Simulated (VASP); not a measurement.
# TiSi (Cmmm) in VASP: a series of runs, part 2 of 2

VASP 6.6.1. The steps go on from the part before.

## Step 4: Single point, PBEsol

This run uses another cell than the first one, of the same volume but with other edges.

INCAR reads:

```
PREC = Accurate ; ENCUT = 520
EDIFF = 1E-6 ; ISMEAR = 0
SIGMA = 0.15 ; LREAL = F
LASPH = T ; NELM = 80
ALGO = Normal ; ISIF = 2
LWAVE = F ; LCHARG = F
GGA = PS ; NBANDS = 15
```

KPOINTS reads:

```
Automatic mesh
0
Gamma
  20 20 14
```

POSCAR reads:

```
TiSi
1.0
    1.6640918483     -1.9402948589      0.0000000000
    1.6640918483      1.9402948589      0.0000000000
    0.0000000000      0.0000000000      4.5310119543
Ti Si
1 1
Direct
    0.5000000000      0.5000000000      0.0000000000
    0.0000000000      0.0000000000      0.5000000000
```

Potentials or basis: VASP PAW PBE potentials, release 64 (Ti_sv, Si).

On the command line:

```bash
> cat potpaw_PBE.64/Ti_sv/POTCAR potpaw_PBE.64/Si/POTCAR > POTCAR
> mpirun -np 1 vasp_std > vasp.out
```

OUTCAR:

```text
PREC = Accurate
   ENCUT = 520
   EDIFF = 1E-6
   ISMEAR = 0
   LREAL = F
   LASPH = T
   NELM = 80
   ISIF = 2
   GGA = PS

 ion  position               nearest neighbor table
   1  0.500  0.500  0.000-   2 2.81   2 2.81   2 2.81   2 2.81   2 2.98   2 2.98   2 2.98   2 2.98

   2  0.000  0.000  0.500-   1 2.81   1 2.81   1 2.81   1 2.81   1 2.98   1 2.98   1 2.98   1 2.98

  LATTYP: Found a base centered orthorhombic cell.
 ALAT       =     3.3281836966
 B/A-ratio  =     1.1659782246
 C/A-ratio  =     1.3614068114

  Lattice vectors:

 A1 = (   1.6640918483,  -1.9402948589,   0.0000000000)
 A2 = (   1.6640918483,   1.9402948589,   0.0000000000)
 A3 = (   0.0000000000,   0.0000000000,   4.5310119543)

Analysis of symmetry for initial positions (statically):
=====================================================================
 Subroutine PRICEL returns:
 Original cell was already a primitive cell.

 Routine SETGRP: Setting up the symmetry group for a
 base centered orthorhombic supercell.

 Subroutine GETGRP returns: Found  8 space group operations
 (whereof  8 operations were pure point group operations)
 out of a pool of  8 trial point group operations.

The static configuration has the point symmetry D_2h.

Analysis of symmetry for dynamics (positions and initial velocities):
=====================================================================
 Subroutine PRICEL returns:
 Original cell was already a primitive cell.

 Routine SETGRP: Setting up the symmetry group for a
 base centered orthorhombic supercell.

 Subroutine GETGRP returns: Found  8 space group operations
 (whereof  8 operations were pure point group operations)
 out of a pool of  8 trial point group operations.

The dynamic configuration has the point symmetry D_2h.

 Subroutine INISYM returns: Found  8 space group operations
 (whereof  8 operations are pure point group operations),
 and found     1 'primitive' translations

----------------------------------------------------------------------------------------

                                     Primitive cell

  volume of cell :      29.2597
[... 115 lines left out ...]
   LHFCALC =     F    Hartree Fock is set to
   AEXX    =    0.0000 exact exchange contribution
   IVDW    =     0    specifies the selected vdW correction
   LEPSILON=     F    determine dielectric tensor
   LRPA    =     F    only Hartree local field effects (RPA)
 non-spin polarized calculation
 Gauss-broadening in eV      SIGMA  =   0.15
  energy-cutoff  :      520.00
  volume of cell :       29.26
 maximum number of plane-waves:       802
   NGX =  9   NGY =  9   NGZ = 17

 number of electron      16.0000003 magnetization

 Free energy of the ion-electron system (eV)
  ---------------------------------------------------
  ext. energy  EPLUGINS =         0.00000000
  ---------------------------------------------------
  free energy    TOTEN  =       -14.79221141 eV

  energy without entropy =      -14.78064368  energy(sigma->0) =      -14.78642754

 E-fermi :  10.1769     XC(G=0): -11.8168

 val. band max:       10.1739457341   @ k =   0.5000   0.3000   0.0000
 cond. band min:      10.1769839620   @ k =   0.5000   0.3000   0.3571
 fundamental gap:      0.0030382279
 Fermi energy:        10.1768501139

 k-point     1 :       0.0000    0.0000    0.0000
  band No.  band energies     occupation
      1     -46.3023      2.00000
      2     -22.8367      2.00000
      3     -22.0580      2.00000
      4     -21.9077      2.00000
      5      -2.2665      2.00000
      6       6.0865      2.00000
      7       6.9511      2.00000
      8       8.9366      2.00000
      9      12.6702      0.00000
     10      13.1435      0.00000
     11      13.2890      0.00000
     12      14.0774      0.00000
     13      17.9977      0.00000
     14      18.6890      0.00000
[... 401 lines left out ...]
      2     -22.8877      2.00000
      3     -22.7098      2.00000
      4     -21.9413      2.00000
      5       0.4438      2.00000
      6       6.5465      2.00000
      7       7.0057      2.00000
      8       8.9707      2.00000
      9      11.8016      0.00000
     10      12.4195      0.00000
     11      13.2674      0.00000
     12      13.3054      0.00000
     13      14.0753      0.00000
     14      18.0086      0.00000
     15      20.5698      0.00000

 [... further k-points ...]
[... 5 lines left out ...]
  --------------------------------------------------------------------------------------
  -------------------------------------------------------------------------------------
  Total        1.2405323      1.5532511     -5.1982877     -0.0000000      0.0000000      0.0000000
  in kB       67.9279363     85.0515068   -284.6431044     -0.0000000      0.0000000      0.0000000
  external PRESSURE =     -43.8878871 kB  Pullay stress =       0.0000000 kB

 VOLUME and BASIS-vectors are now :
 -----------------------------------------------------------------------------
  energy-cutoff  :      520.00
  volume of cell :       29.26
      direct lattice vectors                 reciprocal lattice vectors
     1.664091848 -1.940294859  0.000000000     0.300464184 -0.257692792  0.000000000
     1.664091848  1.940294859  0.000000000     0.300464184  0.257692792  0.000000000
     0.000000000  0.000000000  4.531011954     0.000000000  0.000000000  0.220701250

 POSITION                                       TOTAL-FORCE (eV/Angst)
 -----------------------------------------------------------------------------------
      1.66409      0.00000      0.00000         0.000000      0.000000      0.000000
      0.00000      0.00000      2.26551        -0.000000      0.000000      0.000000
 -----------------------------------------------------------------------------------
    total drift:                                0.000000      0.000000     -0.000000

  FREE ENERGIE OF THE ION-ELECTRON SYSTEM (eV)
  ---------------------------------------------------
  free  energy   TOTEN  =       -14.7922114060 eV

  energy  without entropy=      -14.7806436834  energy(sigma->0) =      -14.78642754
```

Run time: 3.4 min. Hardware: 1 thread of Intel Xeon Platinum 8559C (Emerald Rapids), shared host; peak memory 0.46 GiB.

What came out:

| Quantity | Value |
| --- | --- |
| Free energy | -14.7922 eV |
| Pressure | -4.4 GPa |
| Band gap on the k mesh | zero (band 8 reaches 10.71 eV, above the bottom of band 9 at 9.16 eV) |

Levels at points of the mesh, in eV from the Fermi level:
| k point | band 6 | band 7 | band 8 | band 9 | band 10 | band 11 |
| --- | --- | --- | --- | --- | --- | --- |
| (0.00, 0.00, 0.00) | -4.09 | -3.23 | -1.24 | 2.49 | 2.97 | 3.11 |
| (0.50, 0.00, 0.00) | -6.53 | -3.62 | -1.07 | 2.48 | 3.04 | 3.04 |
| (0.50, 0.50, 0.00) | -3.63 | -1.35 | -1.08 | -0.78 | -0.18 | 2.15 |
| (0.00, 0.00, 0.50) | -6.89 | -1.31 | -1.19 | 2.24 | 2.81 | 3.88 |
| (0.50, 0.00, 0.50) | -5.78 | -2.03 | -1.75 | 0.19 | 1.10 | 2.53 |
| (0.50, 0.50, 0.50) | -3.55 | -2.25 | -2.06 | 1.74 | 1.85 | 2.60 |

Caveat: the PAW data sets were made with another functional, which shifts forces and pressure a little.

## Step 5: Overview

| cell | gap on the mesh (eV) | pressure (GPa) |
| --- | --- | --- |
| a = 2.745, b = 2.745, c = 3.930 Å, angles 90.0, 90.0, 98.8°, 2 atoms | none | -5.1 |
| a = 3.005, b = 3.005, c = 3.278 Å, angles 90.0, 90.0, 98.8°, 2 atoms | none | 0.5 |
| a = 2.556, b = 2.556, c = 4.531 Å, angles 90.0, 90.0, 98.8°, 2 atoms | none | -4.4 |

Alike in all rows: task single point; level PBEsol; potentials or basis VASP PAW PBE potentials, release 64 (Ti_sv, Si); no spin polarisation; k mesh 20 × 20 × 14; cutoff (eV) 520; smearing gaussian 0.15 eV.

Caveats: the PAW data sets were made with another functional, which shifts forces and pressure a little.

Total energies depend on the potentials used, so only differences within one code and one set of settings carry meaning.
